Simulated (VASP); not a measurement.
Set up this calculation in VASP 6.6.1, as the native input.

| Property | Result |
| --- | --- |
| Task | single point |
| Functional | PBE |
| Potentials or basis | VASP PAW PBE potentials, release 64 (Al, Ni) |
| Cutoff | 520 eV |
| k mesh | 18 × 18 × 18 |
| Occupations | gaussian, width 0.15 eV |
| Spin | no spin polarisation |
| Dipole correction | no |
| Further INCAR settings | ALGO = Fast; EDIFF = 1e-07; NBANDS = 14 |

The structure of AlNi lies in POSCAR:

```
AlNi
1.0
    2.9621973051      0.0000000000      0.0000000000
    0.0000000000      2.9621973051      0.0000000000
    0.0000000000      0.0000000000      2.7252215207
Al Ni
1 1
Direct
    0.0000000000      0.0000000000      0.0000000000
    0.5000000000      0.5000000000      0.5000000000
```

This cell differs from its parent crystal: ratio of the length along z to the lengths across it x 0.92, volume and fractional coordinates fixed.

These files were run (other wordings do the same):

INCAR

```
ALGO     = Fast           # electronic algorithm
EDIFF    = 1E-7           # SCF threshold, eV
ENCUT    = 520            # plane-wave cutoff, eV
GGA      = PE             # functional
ISIF     = 2              # what is computed and relaxed
ISMEAR   = 0              # smearing method
LASPH    = True           # aspherical terms in the spheres
LCHARG   = False          # write CHGCAR
LREAL    = False          # projectors in reciprocal space
LWAVE    = False          # write WAVECAR
NBANDS   = 14             # bands
NELM     = 80             # most SCF steps
PREC     = Accurate       # precision mode
SIGMA    = 0.15           # smearing width, eV
```

KPOINTS

```
k-points
0
Gamma
  18 18 18
```

Potentials or basis: VASP PAW PBE potentials, release 64 (Al, Ni).

Launch:

```console
$ cat potpaw_PBE.64/Al/POTCAR potpaw_PBE.64/Ni/POTCAR > POTCAR
$ mpirun -np 1 vasp_std > vasp.out
```

Results of the run:

```
Pressure : 2.5 GPa
```

Wall time 75 s on 1 thread of AMD EPYC 9R45 96-Core Processor (Zen 5), with other jobs on the host, peak memory 0.26 GiB.
